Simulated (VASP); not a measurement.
# Si2Ni (Fm-3m) in VASP: notebook

The runs below take Si2Ni through single point, with PBE+D4, LDA.

Program: VASP 6.6.1. These are calculated values, not measurements. Logs are shortened: lines on timing, memory, paths and dates and some standing lists are left out, and cuts for length are marked.

### 1 The cell of the first run

The structure is cubic, space group Fm-3m (No. 225). Conventional cell: a = 5.304 Å, b = 5.304 Å, c = 5.304 Å, α = 90.00°, β = 90.00°, γ = 90.00°. Si (site symmetry -43m) has 4 Ni at 2.30 Å and 6 Si at 2.65 Å within 3.0 Å. Ni (site symmetry m-3m) has 8 Si at 2.30 Å within 3.0 Å.

### 2 Single point, PBE+D4, collinear spin (12.43 Å³/atom)

Input file INCAR:

```
ALGO     = Normal         # electronic algorithm
EDIFF    = 1E-6           # SCF threshold, eV
ENCUT    = 520            # plane-wave cutoff, eV
GGA      = PE             # functional
ISIF     = 2              # what is computed and relaxed
ISMEAR   = 0              # smearing method
ISPIN    = 2              # spin polarisation
IVDW     = 13             # dispersion correction
LASPH    = True           # aspherical terms in the spheres
LCHARG   = True           # write CHGCAR
LELF     = True           # ELF
LMAXMIX  = 4              # l up to which the mixer works
LORBIT   = 11             # projections on sites
LREAL    = False          # projectors in reciprocal space
LVHAR    = True         
LWAVE    = False          # write WAVECAR
MAGMOM   = 0 0 0.05       # initial moments
NBANDS   = 20             # bands
NELM     = 150            # most SCF steps
PREC     = Accurate       # precision mode
SIGMA    = 0.05           # smearing width, eV
```

Input file KPOINTS:

```
k-points
0
Gamma
  8 8 8
```

Input file POSCAR:

```
Si2Ni
1.0
    0.0000000000      2.6520255377      2.6520255377
    2.6520255377      0.0000000000      2.6520255377
    2.6520255377      2.6520255377      0.0000000000
Si Ni
2 1
Direct
    0.2500000000      0.2500000000      0.2500000000
    0.7500000000      0.7500000000      0.7500000000
    0.0000000000      0.0000000000      0.0000000000
```

Potentials or basis: VASP PAW PBE potentials, release 64 (Si, Ni).

The run is started by

```sh
cat potpaw_PBE.64/Si/POTCAR potpaw_PBE.64/Ni/POTCAR > POTCAR
mpirun -np 1 vasp_std > vasp.out
```

OUTCAR:

```text
EDIFF = 1E-6
   ENCUT = 520
   GGA = PE
   ISIF = 2
   ISMEAR = 0
   ISPIN = 2
   IVDW = 13
   LASPH = True
   LORBIT = 11
   LREAL = False
   NELM = 150
   PREC = Accurate

 ion  position               nearest neighbor table
   1  0.250  0.250  0.250-   3 2.30   3 2.30   3 2.30   3 2.30   2 2.65   2 2.65   2 2.65   2 2.65
                             2 2.65   2 2.65
   2  0.750  0.750  0.750-   3 2.30   3 2.30   3 2.30   3 2.30   1 2.65   1 2.65   1 2.65   1 2.65
                             1 2.65   1 2.65
   3  0.000  0.000  0.000-   2 2.30   2 2.30   2 2.30   1 2.30   2 2.30   1 2.30   1 2.30   1 2.30

  LATTYP: Found a face centered cubic cell.
 ALAT       =     5.3040510754

  Lattice vectors:

 A1 = (   0.0000000000,   2.6520255377,   2.6520255377)
 A2 = (   2.6520255377,   0.0000000000,   2.6520255377)
 A3 = (   2.6520255377,   2.6520255377,   0.0000000000)

Analysis of symmetry for initial positions (statically):
=====================================================================
 Subroutine PRICEL returns:
 Original cell was already a primitive cell.

 Routine SETGRP: Setting up the symmetry group for a
 face centered cubic supercell.

 Subroutine GETGRP returns: Found 48 space group operations
 (whereof 48 operations were pure point group operations)
 out of a pool of 48 trial point group operations.

The static configuration has the point symmetry O_h .

Analysis of symmetry for dynamics (positions and initial velocities):
=====================================================================
 Subroutine PRICEL returns:
 Original cell was already a primitive cell.

 Routine SETGRP: Setting up the symmetry group for a
 face centered cubic supercell.

 Subroutine GETGRP returns: Found 48 space group operations
 (whereof 48 operations were pure point group operations)
 out of a pool of 48 trial point group operations.

The dynamic configuration has the point symmetry O_h .

Analysis of structural, dynamic, and magnetic symmetry:
=====================================================================
 Subroutine PRICEL returns:
 Original cell was already a primitive cell.

 Routine SETGRP: Setting up the symmetry group for a
 face centered cubic supercell.

 Subroutine GETGRP returns: Found 48 space group operations
 (whereof 48 operations were pure point group operations)
 out of a pool of 48 trial point group operations.

The overall configuration has the point symmetry O_h .

 Subroutine INISYM returns: Found 48 space group operations
 (whereof 48 operations are pure point group operations),
 and found     1 'primitive' translations

[... 122 lines left out ...]
   LHFCALC =     F    Hartree Fock is set to
   AEXX    =    0.0000 exact exchange contribution
   IVDW    =    13    specifies the selected vdW correction
   LEPSILON=     F    determine dielectric tensor
   LRPA    =     F    only Hartree local field effects (RPA)
 spin polarized calculation
 Gauss-broadening in eV      SIGMA  =   0.05
  energy-cutoff  :      520.00
  volume of cell :       37.30
 maximum number of plane-waves:      1036
   NGX = 13   NGY = 13   NGZ = 13

 number of electron      17.9999993 magnetization       0.0000645

 number of electron      17.9999993 magnetization      -0.0000018

 Free energy of the ion-electron system (eV)
  ---------------------------------------------------
  ext. energy  EPLUGINS =         0.00000000
  ---------------------------------------------------
  free energy    TOTEN  =       -17.25061247 eV

  energy without entropy =      -17.24924113  energy(sigma->0) =      -17.24992680

 E-fermi :  11.2468     XC(G=0): -11.8515

 val. band max:       11.2258274799   @ k =   0.5000   0.3750   0.0000
 cond. band min:      11.3572278484   @ k =   0.3750   0.2500   0.0000
 fundamental gap:      0.1314003684
 Fermi energy:        11.2468002692

 spin component 1

 k-point     1 :       0.0000    0.0000    0.0000
  band No.  band energies     occupation
      1      -3.0880      1.00000
      2       5.7158      1.00000
      3       5.7158      1.00000
      4       5.7158      1.00000
      5       7.4571      1.00000
      6       7.4571      1.00000
[... 541 lines left out ...]
     19      25.8477      0.00000
     20      26.3622      0.00000

 [... further k-points ...]

 spin component 2

 k-point     1 :       0.0000    0.0000    0.0000
  band No.  band energies     occupation
      1      -3.0879      1.00000
      2       5.7158      1.00000
      3       5.7158      1.00000
      4       5.7158      1.00000
      5       7.4571      1.00000
      6       7.4571      1.00000
[... 541 lines left out ...]
     19      25.8477      0.00000
     20      26.3623      0.00000

 [... further k-points ...]

------------------------ aborting loop because EDIFF is reached ----------------------------------------

  DFT-D4 for vdW energy calculation

  Edisp (eV):   -1.44515

  FORCE on cell =-STRESS in cart. coord.  units (eV):
  Direction    XX          YY          ZZ          XY          YZ          ZX
  --------------------------------------------------------------------------------------
  -------------------------------------------------------------------------------------
  Total       1.63897     1.63897     1.63897     0.00000    -0.00000    -0.00000
  in kB      70.39112    70.39112    70.39112     0.00000    -0.00000    -0.00000
  external pressure =       70.39 kB  Pullay stress =        0.00 kB

 VOLUME and BASIS-vectors are now :
 -----------------------------------------------------------------------------
  energy-cutoff  :      520.00
  volume of cell :       37.30
      direct lattice vectors                 reciprocal lattice vectors
     0.000000000  2.652025538  2.652025538    -0.188535138  0.188535138  0.188535138
     2.652025538  0.000000000  2.652025538     0.188535138 -0.188535138  0.188535138
     2.652025538  2.652025538  0.000000000     0.188535138  0.188535138 -0.188535138

 POSITION                                       TOTAL-FORCE (eV/Angst)
 -----------------------------------------------------------------------------------
      1.32601      1.32601      1.32601         0.000000      0.000000      0.000000
      3.97804      3.97804      3.97804        -0.000000     -0.000000     -0.000000
      0.00000      0.00000      0.00000        -0.000000     -0.000000     -0.000000
 -----------------------------------------------------------------------------------
    total drift:                               -0.000000     -0.000000      0.000000

  FREE ENERGIE OF THE ION-ELECTRON SYSTEM (eV)
  ---------------------------------------------------
  free  energy   TOTEN  =       -18.6957581083 eV

  energy  without entropy=      -18.6943867678  energy(sigma->0) =      -18.69507244

 total charge

# of ion       s       p       d       tot
------------------------------------------
    1        0.727   0.889   0.000   1.616
    2        0.727   0.889   0.000   1.616
    3        0.590   0.896   8.476   9.962
--------------------------------------------------
tot          2.045   2.674   8.476  13.195

 magnetization (x)

# of ion       s       p       d       tot
------------------------------------------
    1       -0.000   0.000   0.000  -0.000
    2       -0.000   0.000   0.000  -0.000
    3       -0.000  -0.000  -0.000  -0.000
--------------------------------------------------
tot         -0.000   0.000  -0.000  -0.000
```

OSZICAR:

```text
N       E                     dE             d eps       ncg     rms          rms(c)
DAV:   1     0.739027435061E+02    0.73903E+02   -0.72340E+03  2368   0.902E+02
DAV:   2    -0.143216074364E+02   -0.88224E+02   -0.78381E+02  2444   0.201E+02
DAV:   3    -0.192801491286E+02   -0.49585E+01   -0.48529E+01  2792   0.497E+01
DAV:   4    -0.193540596783E+02   -0.73911E-01   -0.73793E-01  2688   0.553E+00
DAV:   5    -0.193555730591E+02   -0.15134E-02   -0.15132E-02  2828   0.864E-01    0.170E+01
DAV:   6    -0.235401474745E+02   -0.41846E+01   -0.29250E+01  2628   0.117E+02    0.236E+01
DAV:   7    -0.173589144254E+02    0.61812E+01   -0.88165E+00  2888   0.731E+01    0.338E+00
DAV:   8    -0.172987131115E+02    0.60201E-01   -0.93943E-01  3104   0.137E+01    0.267E+00
DAV:   9    -0.172509849017E+02    0.47728E-01   -0.17582E-01  2904   0.697E+00    0.577E-01
DAV:  10    -0.172504623755E+02    0.52253E-03   -0.57944E-03  3268   0.976E-01    0.304E-01
DAV:  11    -0.172505913632E+02   -0.12899E-03   -0.60589E-04  2616   0.206E-01    0.333E-02
DAV:  12    -0.172506096692E+02   -0.18306E-04   -0.35143E-05  2824   0.351E-02    0.189E-02
DAV:  13    -0.172506122442E+02   -0.25750E-05   -0.29342E-06  2584   0.209E-02    0.926E-03
DAV:  14    -0.172506124719E+02   -0.22770E-06   -0.26918E-06  2576   0.197E-02
   1 F= -.18695758E+02 E0= -.18695072E+02  d E =-.137134E-02  mag=    -0.0000
```

Run time: 84 s. Hardware: 1 thread of Intel Xeon 8259CL, shared host; peak memory 0.19 GiB.

Results:

```
Free energy                                           : -18.6958 eV
Pressure                                              : 7.0 GPa
Band gap on the k mesh                                : zero (filled and empty bands overlap)
Net moment                                            : 0.00 μB per cell
Valence electrons inside the program's atomic spheres : Si 1.62; Ni 9.96
Dispersion energy per atom                            : -0.482 eV
```

Caveat: the cell stands under pressure.

### 3 Single point, LDA, collinear spin (12.46 Å³/atom)

Input file INCAR:

```
  ALGO = Normal
  EDIFF = 1E-6
  ENCUT = 520
  ISIF = 2
  ISMEAR = 0
  ISPIN = 2
  LASPH = T
  LCHARG = F
  LMAXMIX = 4
  LORBIT = 11
  LREAL = F
  LWAVE = F
  MAGMOM = 0 0 0.05
  NBANDS = 20
  NELM = 150
  PREC = Accurate
  SIGMA = 0.05
```

KPOINTS is that of step 2.

Input file POSCAR:

```
Si2Ni
1.0
    0.0000000000      2.6535521276      2.6535521276
    2.6535521276      0.0000000000      2.6535521276
    2.6535521276      2.6535521276      0.0000000000
Si Ni
2 1
Direct
    0.2500000000      0.2500000000      0.2500000000
    0.7500000000      0.7500000000      0.7500000000
    0.0000000000      0.0000000000      0.0000000000
```

Potentials or basis: VASP PAW LDA potentials, release 64 (Si, Ni).

The run is started by

```sh
cat potpaw_LDA.64/Si/POTCAR potpaw_LDA.64/Ni/POTCAR > POTCAR
mpirun -np 1 vasp_std > vasp.out
```

It took 64 s on 1 thread of Intel Xeon 8259CL, shared host; peak memory 0.17 GiB.

Results (log left out):

```yaml
Free_energy: -19.8858 eV
Pressure: 3.7 GPa
Band_gap_on_the_k_mesh: zero (filled and empty bands overlap)
Net_moment: 0.00 μB per cell
Valence_electrons_inside_the_program's_atomic_spheres: Si 1.63; Ni 9.98
```

Levels at points of the mesh, in eV from the Fermi level:
Spin up:
```csv
k point,band 7,band 8,band 9,band 10,band 11,band 12
"(0.00, 0.00, 0.00)",0.17,1.88,1.88,1.88,2.30,2.30
"(0.50, 0.00, 0.00)",-3.58,-1.45,-1.45,1.93,1.94,1.94
"(0.50, 0.50, 0.00)",-3.88,-3.66,-3.33,-0.30,1.37,7.87
```
Spin down:
| k point | band 5 | band 6 | band 7 | band 8 | band 9 | band 10 | band 11 | band 12 | band 13 | band 14 |
| --- | --- | --- | --- | --- | --- | --- | --- | --- | --- | --- |
| (0.00, 0.00, 0.00) | -3.77 | -3.77 | 0.17 | 1.88 | 1.88 | 1.88 | 2.30 | 2.30 | 2.30 | 4.92 |
| (0.50, 0.00, 0.00) | -3.96 | -3.58 | -3.58 | -1.45 | -1.45 | 1.93 | 1.94 | 1.94 | 2.98 | 9.45 |
| (0.50, 0.50, 0.00) | -4.65 | -3.88 | -3.88 | -3.66 | -3.33 | -0.30 | 1.37 | 7.87 | 8.77 | 8.77 |

Caveat: the cell stands under pressure.
